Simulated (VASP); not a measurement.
Here is a VASP 6.6.1 calculation.

File INCAR:

```
SYSTEM = Na2S
PREC     = Accurate       ! precision mode
ENCUT    = 500            ! plane-wave cutoff, eV
EDIFF    = 1E-6           ! SCF threshold, eV
ISMEAR   = 0              ! smearing method
SIGMA    = 0.02           ! smearing width, eV
LREAL    = .False.        ! projectors in reciprocal space
LASPH    = .True.         ! aspherical terms in the spheres
NELM     = 120            ! most SCF steps
ALGO     = Normal         ! electronic algorithm
ISIF     = 2              ! what is computed and relaxed
LWAVE    = .False.        ! write WAVECAR
LCHARG   = .False.        ! write CHGCAR
GGA      = PE             ! functional
NBANDS   = 17             ! bands
GGA_COMPAT= .False.
```

Contents of KPOINTS:

```
regular mesh
0
Gamma
  8 8 8
  0 0 0
```

Contents of POSCAR:

```
Na2S
1.0
    0.0000000000      3.1823727395      3.1823727395
    3.1823727395      0.0000000000      3.1823727395
    3.1823727395      3.1823727395      0.0000000000
Na S
2 1
Direct
    0.2500000000      0.2500000000      0.2500000000
    0.7500000000      0.7500000000      0.7500000000
    0.0000000000      0.0000000000      0.0000000000
```

Potentials or basis: VASP PAW PBE potentials, release 64 (Na_pv, S).

The run is started by

```bash
$ cat potpaw_PBE.64/Na_pv/POTCAR potpaw_PBE.64/S/POTCAR > POTCAR
$ mpirun -np 1 vasp_std > vasp.out
```

Problem. What does it give for the band gap on the k mesh?

Solution. 2.77 eV.

Problem. Predict the pressure.

Solution. 3.3 GPa.

Caveat: the cell stands under pressure. A k mesh can miss the band edges.
